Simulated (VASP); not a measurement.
# Mg2Si3N (P-6m2) in VASP: further runs, part 2 of 2

VASP 6.6.1. Earlier steps stand in the parts before.

### 4 Relaxation of cell and atoms, PBE

This run uses another cell than the first one, of 17.89 Å³/atom, 1.092 times its volume.

INCAR

```
PREC = Accurate ; ENCUT = 600
EDIFF = 1E-7 ; ISMEAR = 0
SIGMA = 0.1 ; LREAL = False
LASPH = True ; NELM = 100
ALGO = Normal ; ISIF = 3
LWAVE = False ; LCHARG = False
GGA = PE ; IBRION = 2
NSW = 90 ; EDIFFG = -0.04
```

KPOINTS

```
regular mesh
0
Gamma
  6 6 2
```

POSCAR

```
Mg2Si3N
1.0
    3.8168825800      0.0000000000      0.0000000000
   -1.9084412900      3.3055172700      0.0000000000
    0.0000000000      0.0000000000      8.5055130700
Mg Si N
2 3 1
Direct
    0.6666666700      0.3333333300      0.7522701000
    0.6666666700      0.3333333300      0.2477299000
    0.0000000000      0.0000000000      0.0000000000
    0.3333333300      0.6666666700      0.5000000000
    0.3333333300      0.6666666700      0.0000000000
    0.0000000000      0.0000000000      0.5000000000
```

Potentials or basis: VASP PAW PBE potentials, release 64 (Mg, Si, N).

The run is started by

```bash
$ cat potpaw_PBE.64/Mg/POTCAR potpaw_PBE.64/Si/POTCAR potpaw_PBE.64/N/POTCAR > POTCAR
$ mpirun -np 1 vasp_std > vasp.out
```

OUTCAR:

```text
PREC = Accurate
   ENCUT = 600
   EDIFF = 1E-7
   ISMEAR = 0
   LREAL = False
   LASPH = True
   NELM = 100
   ISIF = 3
   GGA = PE
   IBRION = 2
   NSW = 90
   EDIFFG = -0.04

 ion  position               nearest neighbor table
   1  0.667  0.333  0.752-   5 3.05   3 3.05   5 3.05   3 3.05   3 3.05   5 3.05   4 3.08   4 3.08
                             4 3.08
   2  0.667  0.333  0.248-   5 3.05   3 3.05   5 3.05   3 3.05   3 3.05   5 3.05   4 3.08   4 3.08
                             4 3.08
   3  0.000  0.000  0.000-   5 2.20   5 2.20   5 2.20   1 3.05   2 3.05   2 3.05   1 3.05   2 3.05
                             1 3.05
   4  0.333  0.667  0.500-   6 2.20   6 2.20   6 2.20   1 3.08   2 3.08   1 3.08   2 3.08   1 3.08
                             2 3.08
   5  0.333  0.667  0.000-   3 2.20   3 2.20   3 2.20   1 3.05   2 3.05   1 3.05   2 3.05   1 3.05
                             2 3.05
   6  0.000  0.000  0.500-   4 2.20   4 2.20   4 2.20

  LATTYP: Found a hexagonal cell.
 ALAT       =     3.8168825800
 C/A-ratio  =     2.2283926455

  Lattice vectors:

 A1 = (   3.8168825800,   0.0000000000,   0.0000000000)
 A2 = (  -1.9084412900,   3.3055172700,   0.0000000000)
 A3 = (   0.0000000000,   0.0000000000,   8.5055130700)

Analysis of symmetry for initial positions (statically):
=====================================================================
 Subroutine PRICEL returns:
 Original cell was already a primitive cell.

 Routine SETGRP: Setting up the symmetry group for a
 hexagonal supercell.

 Subroutine GETGRP returns: Found 12 space group operations
 (whereof 12 operations were pure point group operations)
 out of a pool of 24 trial point group operations.

The static configuration has the point symmetry D_3h.

Analysis of symmetry for dynamics (positions and initial velocities):
=====================================================================
 Subroutine PRICEL returns:
 Original cell was already a primitive cell.

 Routine SETGRP: Setting up the symmetry group for a
 hexagonal supercell.

 Subroutine GETGRP returns: Found 12 space group operations
 (whereof 12 operations were pure point group operations)
 out of a pool of 24 trial point group operations.

The dynamic configuration has the point symmetry D_3h.

 Subroutine INISYM returns: Found 12 space group operations
 (whereof 12 operations are pure point group operations),
 and found     1 'primitive' translations

----------------------------------------------------------------------------------------

                                     Primitive cell

  volume of cell :     107.3121

  direct lattice vectors                    reciprocal lattice vectors
     3.816882580  0.000000000  0.000000000     0.261993912  0.151262256  0.000000000
    -1.908441290  3.305517270  0.000000000     0.000000000  0.302524512  0.000000000
     0.000000000  0.000000000  8.505513070     0.000000000  0.000000000  0.117570803

  length of vectors
     3.816882580  3.816882573  8.505513070     0.302524512  0.302524512  0.117570803

  position of ions in fractional coordinates (direct lattice)
     0.666666670  0.333333330  0.752270100
     0.666666670  0.333333330  0.247729900
     0.000000000  0.000000000  0.000000000
     0.333333330  0.666666670  0.500000000
     0.333333330  0.666666670  0.000000000
     0.000000000  0.000000000  0.500000000

  ion indices of the primitive-cell ions
   primitive index   ion index
                 1           1
                 2           2
                 3           3
                 4           4
                 5           5
[... 53 lines left out ...]
   PREC   = accura    normal or accurate (medium, high low for compatibility)
   ISTART =      0    job   : 0-new  1-cont  2-samecut
   ICHARG =      2    charge: 1-file 2-atom 10-const
   ISPIN  =      1    spin polarized calculation?
   LNONCOLLINEAR =      F non collinear calculations
   LSORBIT =      F    spin-orbit coupling
   LASPH  =      T    aspherical Exc in radial PAW
   ENCUT  =  600.0 eV  44.10 Ry    6.64 a.u.   7.62  7.62 16.99*2*pi/ulx,y,z
   NELM   =    100;   NELMIN=  2; NELMDL= -5     # of ELM steps
   EDIFF  = 0.1E-06   stopping-criterion for ELM
   LREAL  =      F    real-space projection
   EDIFFG = -.4E-01   stopping-criterion for IOM
   NSW    =     90    number of steps for IOM
   IBRION =      2    ionic relax: 0-MD 1-quasi-New 2-CG
   NFREE  =      1    steps in history (QN), initial steepest desc. (CG)
   ISIF   =      3    stress and relaxation
   ISYM   =      2    0-nonsym 1-usesym 2-fastsym
   POTIM  = 0.5000    time-step for ionic-motion
   TEBEG  =    0.0;   TEEND  =   0.0 temperature during run
   PSTRESS=    0.0 pullay stress
   NELECT =      21.0000    total number of electrons
   NUPDOWN=      -1.0000    fix difference up-down
   EMIN   =  10.00;   EMAX   =-10.00  energy-range for DOS
   EFERMI =   0.00;   METHOD = LEGACY
   ISMEAR =     0;   SIGMA  =   0.10  broadening in eV -4-tet -1-fermi 0-gaus
   EFERMI_NEDOS =   21; number of points for ismear=-14 and -15
   IALGO  =     38    algorithm
   IMIX   =      4    mixing-type and parameters
     AMIX     =   0.40;   BMIX     =  1.00
     AMIX_MAG =   1.60;   BMIX_MAG =  1.00
  volume/ion in A,a.u.               =      17.89       120.70
  Fermi-wavevector in a.u.,A,eV,Ry     =   0.950455  1.796100 12.291030  0.903365
  Thomas-Fermi vector in A             =   2.078834
   LORBIT       =      0    0 simple, 1 ext, 2 COOP (PROOUT), +10 PAW based schemes
   GGA     = PE    functional components
   LHFCALC =     F    Hartree Fock is set to
   AEXX    =    0.0000 exact exchange contribution
   IVDW    =     0    specifies the selected vdW correction
   LEPSILON=     F    determine dielectric tensor
   LRPA    =     F    only Hartree local field effects (RPA)
 conjugate gradient relaxation of ions
 non-spin polarized calculation
 Gauss-broadening in eV      SIGMA  =   0.10
  energy-cutoff  :      600.00
  volume of cell :      107.31
 maximum number of plane-waves:      3627
   NGX = 15   NGY = 15   NGZ = 33

--------------------------------------- Ionic step        1  -------------------------------------------

 number of electron      20.9999999 magnetization

 Free energy of the ion-electron system (eV)
  ---------------------------------------------------
  ext. energy  EPLUGINS =         0.00000000
  ---------------------------------------------------
  free energy    TOTEN  =       -24.59993190 eV

  energy without entropy =      -24.58639986  energy(sigma->0) =      -24.59316588

------------------------ aborting loop because EDIFF is reached ----------------------------------------

  FORCE on cell =-STRESS in cart. coord.  units (eV):
  Direction    XX          YY          ZZ          XY          YZ          ZX
  --------------------------------------------------------------------------------------
  -------------------------------------------------------------------------------------
  Total       -1.4558609     -1.4558609     -3.4384791      0.0000000      0.0000000     -0.0000000
  in kB      -21.7361052    -21.7361051    -51.3367330      0.0000000      0.0000000     -0.0000000
  external PRESSURE =     -31.6029811 kB  Pullay stress =       0.0000000 kB
[... 147 lines left out ...]
--------------------------------------- Ionic step        5  -------------------------------------------

 number of electron      21.0000001 magnetization

 E-fermi :   6.5103     XC(G=0): -10.0378

 val. band max:        6.4899960954   @ k =   0.1667   0.0000   0.5000
 cond. band min:       6.5419352714   @ k =   0.1667   0.1667   0.5000
 fundamental gap:      0.0519391760
 Fermi energy:         6.5103372817

 k-point     1 :       0.0000    0.0000    0.0000
  band No.  band energies     occupation
      1      -8.8138      2.00000
      2      -6.1594      2.00000
      3      -0.4769      2.00000
      4       1.0284      2.00000
      5       2.5722      2.00000
      6       2.5722      2.00000
      7       3.4080      2.00000
      8       3.9824      2.00000
      9       3.9824      2.00000
     10       7.2730      0.00000
     11       7.2730      0.00000
     12       7.4062      0.00000
     13       7.6589      0.00000
     14       8.0615      0.00000
[... 338 lines left out ...]
--------------------------------------- Ionic step        8  -------------------------------------------

 number of electron      21.0000000 magnetization

 Free energy of the ion-electron system (eV)
  ---------------------------------------------------
  ext. energy  EPLUGINS =         0.00000000
  ---------------------------------------------------
  free energy    TOTEN  =       -24.96846795 eV

  energy without entropy =      -24.95898284  energy(sigma->0) =      -24.96372539

 E-fermi :   6.3149     XC(G=0):  -9.9096

 val. band max:        6.2972948707   @ k =   0.3333   0.3333   0.5000
 cond. band min:       6.4264769836   @ k =   0.1667   0.1667   0.5000
 fundamental gap:      0.1291821129
 Fermi energy:         6.3149070373

 k-point     1 :       0.0000    0.0000    0.0000
  band No.  band energies     occupation
      1      -8.9563      2.00000
      2      -6.4177      2.00000
      3      -0.6597      2.00000
      4       0.8394      2.00000
      5       2.4356      2.00000
      6       2.4356      2.00000
      7       2.9370      2.00000
      8       3.7277      2.00000
      9       3.7277      2.00000
     10       6.9390      0.00000
     11       7.1197      0.00000
     12       7.1197      0.00000
     13       7.2231      0.00000
     14       7.7677      0.00000
[... 252 lines left out ...]
  FREE ENERGIE OF THE ION-ELECTRON SYSTEM (eV)
  ---------------------------------------------------
  free  energy   TOTEN  =       -24.9684679488 eV

  energy  without entropy=      -24.9589828382  energy(sigma->0) =      -24.96372539

 reached required accuracy - stopping structural energy minimisation
```

OSZICAR:

```text
N       E                     dE             d eps       ncg     rms          rms(c)
DAV:   1     0.647129991023E+02    0.64713E+02   -0.85657E+03   392   0.131E+03
DAV:   2    -0.185075601486E+02   -0.83221E+02   -0.80901E+02   510   0.188E+02
DAV:   3    -0.267782768592E+02   -0.82707E+01   -0.81870E+01   556   0.589E+01
[... 86 lines left out ...]
DAV:   5    -0.249684937165E+02    0.12329E-03   -0.37428E-04   526   0.141E-01    0.297E-02
DAV:   6    -0.249684700941E+02    0.23622E-04   -0.58461E-05   410   0.577E-02    0.122E-02
DAV:   7    -0.249684682209E+02    0.18732E-05   -0.36545E-06   482   0.122E-02    0.336E-03
DAV:   8    -0.249684680307E+02    0.19021E-06   -0.11427E-06   434   0.534E-03    0.130E-03
DAV:   9    -0.249684679488E+02    0.81900E-07   -0.54143E-08   226   0.169E-03
   8 F= -.24968468E+02 E0= -.24963725E+02  d E =-.976486E-02
```

CONTCAR:

```text
Mg2Si3N
   1.00000000000000
     3.8416992434726791    0.0000000000000000   -0.0000000000000000
    -1.9208496217363396    3.3270091308898753   -0.0000000000000000
    -0.0000000000000000   -0.0000000000000000    7.6240987621202772
  Mg              Si              N
     2     3     1
Direct
     0.6666666699999979    0.3333333300000021    0.7324352068839219
     0.6666666699999979    0.3333333300000021    0.2675647931160781
     0.0000000000000000    1.0000000000000000    0.0000000000000000
     0.3333333300000021    0.6666666699999979    0.5000000000000000
     0.3333333300000021    0.6666666699999979    0.0000000000000000
     0.0000000000000000    0.0000000000000000    0.5000000000000000

  0.00000000E+00  0.00000000E+00  0.00000000E+00
  0.00000000E+00  0.00000000E+00  0.00000000E+00
  0.00000000E+00  0.00000000E+00  0.00000000E+00
  0.00000000E+00  0.00000000E+00  0.00000000E+00
  0.00000000E+00  0.00000000E+00  0.00000000E+00
  0.00000000E+00  0.00000000E+00  0.00000000E+00
```

It took 4.1 min on 1 thread of Intel Xeon 8259CL, shared host; peak memory 0.27 GiB.

What came out:

```
Free energy                            : -24.9685 eV
Relaxed volume                         : 16.24 Å³/atom
Relaxed cell                           : a = 3.842 Å, b = 3.842 Å, c = 7.624 Å, α = 90.00°, β = 90.00°, γ = 120.00°
Space group after relaxing (to 0.05 Å) : P-6m2 (No. 187)
Energy gained by relaxing              : 61.4 meV/atom
Ionic steps                            : 8
Pressure after relaxing                : -0.1 GPa
Largest force after relaxing           : 0.030 eV/Å
```

Forces in eV/Å, atoms in the order of the input:
```
Mg   0.000  0.000 -0.030
Mg   0.000  0.000  0.030
Si   0.000  0.000  0.000
Si   0.000  0.000  0.000
Si   0.000  0.000  0.000
N    0.000  0.000  0.000
```

Stress tensor (GPa, compression positive):
```
-0.12  0.00  0.00
 0.00 -0.12  0.00
 0.00  0.00  0.00
```

Step by step:
```tsv
step	energy change (eV)	largest force (eV/Å)	pressure (GPa)	volume (Å³)
1	0.0000	0.7337	-3.16	107.31
2	-0.1389	0.6580	-0.32	101.92
3	-0.1779	0.5448	2.58	97.75
4	-0.2714	0.3290	2.25	97.02
5	-0.3345	0.1727	1.60	94.55
6	-0.3587	0.0021	1.72	95.49
7	-0.3588	0.0177	1.70	95.41
8	-0.3685	0.0299	-0.08	97.45
```

Final structure:
```
Mg Si N
1.0
     3.84170    0.00000    0.00000
    -1.92085    3.32701    0.00000
     0.00000    0.00000    7.62410
Mg Si N
2 3 1
Cartesian
  1.9209 1.1090 5.5842
  1.9209 1.1090 2.0399
  -1.9209 3.3270 0.0000
  0.0000 2.2180 3.8120
  0.0000 2.2180 0.0000
  0.0000 0.0000 3.8120
```

Caveat: the k points lie up to 0.41 Å⁻¹ apart in the final cell.

### 5 Overview

```tsv
task	cell	cutoff (eV)	gap on the mesh (eV)	pressure (GPa)	largest force (eV/Å)
single point	a = 3.847, b = 3.847, c = 7.670 Å, angles 90.0, 90.0, 120.0°, 6 atoms	520	none	-0.6	-
single point	a = 3.817, b = 3.817, c = 8.506 Å, angles 90.0, 90.0, 120.0°, 6 atoms	520	none	-3.1	0.73
relaxation of cell and atoms	relaxed from a = 3.817, b = 3.817, c = 8.506 Å, angles 90.0, 90.0, 120.0°, 6 atoms	600	none	-0.1	0.03
```

Alike in all rows: level PBE; potentials or basis VASP PAW PBE potentials, release 64 (Mg, Si, N); no spin polarisation; k mesh 6 × 6 × 2; smearing gaussian 0.1 eV.

Caveats: all runs use coarse meshes.

Absolute energies hang on the potentials; compare differences alone.
